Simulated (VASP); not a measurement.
Wanted: the native input for a VASP 6.6.1 run.

* Task: single point
* Functional: PBE
* Potentials or basis: VASP PAW PBE potentials, release 64 (Ni, Sb)
* Cutoff: 520 eV
* k mesh: 12 × 12 × 12
* Occupations: gaussian, width 0.05 eV
* Spin: collinear spin
* Starting moments: [0.05, 0.0] μB
* Dipole correction: no
* Further INCAR settings: ALGO = Normal; EDIFF = 1e-06; NBANDS = 18

The structure of NiSb lies in POSCAR:

```
NiSb
1.0
    0.0000000000      2.6160612021      2.6160612021
    2.6160612021      0.0000000000      2.6160612021
    2.6160612021      2.6160612021      0.0000000000
Ni Sb
1 1
Direct
    0.5000000000      0.5000000000      0.5000000000
    0.0000000000      0.0000000000      0.0000000000
```

The input as run:

INCAR

```
SYSTEM = NiSb
PREC = Accurate
ENCUT = 520
EDIFF = 1E-6
ISMEAR = 0
SIGMA = 0.05
LREAL = .FALSE.
LASPH = .TRUE.
NELM = 150
ALGO = Normal
ISIF = 2
LWAVE = .FALSE.
LCHARG = .FALSE.
ISPIN = 2
MAGMOM = 0.05 0
LORBIT = 11
LMAXMIX = 4
GGA = PE
NBANDS = 18
```

KPOINTS

```
Automatic mesh
0
G
  12 12 12
  0 0 0
```

Potentials or basis: VASP PAW PBE potentials, release 64 (Ni, Sb).

The run is started by

```bash
$ cat potpaw_PBE.64/Ni/POTCAR potpaw_PBE.64/Sb/POTCAR > POTCAR
$ mpirun -np 1 vasp_std > vasp.out
```

Results of the run:

```
Pressure                                              : 2.1 GPa
Net moment                                            : 0.00 μB per cell
Valence electrons inside the program's atomic spheres : Ni 9.31; Sb 2.42
```

It took 2.6 min on 1 thread of Oxide Virtual Turin-like Processor, with other jobs on the host, peak memory 0.19 GiB.
